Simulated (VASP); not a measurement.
A run of VASP 6.6.1 is set up as follows.

The input POSCAR:

```
SnO2
1.0
    4.7602164773      0.0000000000      0.0535524354
    0.0000000000      4.7602164773      0.0000000000
    0.0360063574      0.0000000000      3.2005650988
Sn O
2 4
Direct
    0.0000000000      0.0000000000      0.0000000000
    0.5000000000      0.5000000000      0.5000000000
    0.3058934984      0.3058934984      0.0000000000
    0.1941065016      0.8058934984      0.5000000000
    0.6941065016      0.6941065016      0.0000000000
    0.8058934984      0.1941065016      0.5000000000
```

File INCAR.step1:

```
PREC = Accurate
ENCUT = 520
ISMEAR = 0
SIGMA = 0.05
LREAL = False
LASPH = True
NELM = 80
NBANDS = 35
GGA = PE
ALGO = Normal
EDIFF = 1E-4
LWAVE = True
LCHARG = False
```

INCAR.step2

```
PREC = Accurate
ENCUT = 520
EDIFF = 1E-6
ISMEAR = 0
SIGMA = 0.05
LREAL = False
LASPH = True
NELM = 80
ALGO = Normal
ISIF = 2
LWAVE = False
LCHARG = False
METAGGA = R2SCAN
LMIXTAU = True
NBANDS = 35
ISTART = 1
```

The input KPOINTS:

```
regular mesh
0
Gamma
  6 6 8
```

Potentials or basis: VASP PAW PBE potentials, release 64 (Sn_d, O).

Command:

```console
$ cat potpaw_PBE.64/Sn_d/POTCAR potpaw_PBE.64/O/POTCAR > POTCAR
$ cp INCAR.step1 INCAR
$ mpirun -np 1 vasp_std > vasp.out
$ cp INCAR.step2 INCAR
$ mpirun -np 1 vasp_std > vasp.out
```

Question: What does it give for the largest force?

Answer: 0.129 eV/Å.

Question: Estimate the pressure.

Answer: 1.2 GPa.

Stress tensor (GPa, compression positive):
```
 1.01  0.00 -2.72
 0.00  0.99  0.00
-2.72  0.00  1.57
```

Caveat: the cell differs from its parent crystal (strain +0.0225 x Voigt [0, 0, 0, 0, 1, 0]); the PAW data sets were made with another functional, which shifts forces and pressure a little.
